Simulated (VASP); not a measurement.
Wanted: the native input for a VASP 6.6.1 run.

* Task: relaxation of cell and atoms
* Functional: PBE
* Dispersion: D3(BJ)
* Potentials or basis: VASP PAW PBE potentials, release 64 (Zr_sv)
* Cutoff: 600 eV
* k mesh: 15 × 15 × 8
* Occupations: gaussian, width 0.1 eV
* Spin: no spin polarisation
* Dipole correction: no
* Further INCAR settings: ALGO = Fast; EDIFF = 1e-06; IBRION = 2; EDIFFG = -0.005; NSW = 100; ISIF = 3

The structure of Zr lies in POSCAR:

```
Zr
1.0
    3.2319982225      0.0000000000      0.0000000000
   -1.6159991112      2.7989925656      0.0000000000
    0.0000000000      0.0000000000      5.1470000000
Zr
2
Direct
    0.3333333333      0.6666666667      0.2500000000
    0.6666666667      0.3333333333      0.7500000000
```

These files were run (other wordings do the same):

INCAR

```
  ALGO = Fast
  EDIFF = 1E-6
  EDIFFG = -0.005
  ENCUT = 600
  GGA = PE
  IBRION = 2
  ISIF = 3
  ISMEAR = 0
  IVDW = 12
  LASPH = T
  LCHARG = F
  LREAL = F
  LWAVE = F
  NELM = 60
  NSW = 100
  PREC = Accurate
  SIGMA = 0.1
```

KPOINTS

```
k-points
0
Gamma
  15 15 8
```

Potentials or basis: VASP PAW PBE potentials, release 64 (Zr_sv).

Launch:

```console
$ cat potpaw_PBE.64/Zr_sv/POTCAR > POTCAR
$ mpirun -np 1 vasp_std > vasp.out
```

Results of the run:

- Relaxed volume: 22.46 Å³/atom
- Relaxed cell: a = 3.184 Å, b = 3.184 Å, c = 5.115 Å, α = 90.00°, β = 90.00°, γ = 120.00°
- Space group after relaxing (to 0.1 Å): P6_3/mmc (No. 194)
- Energy gained by relaxing: 9.0 meV/atom
- Ionic steps: 10
- Pressure after relaxing: 0.0 GPa
- Band gap on the k mesh: zero (bands 12 and 13 overlap by 1.30 eV)
- Dispersion energy per atom: -0.549 eV

Wall time 24 min on 1 thread of AMD EPYC 7R13, on a shared host, peak memory 0.25 GiB.
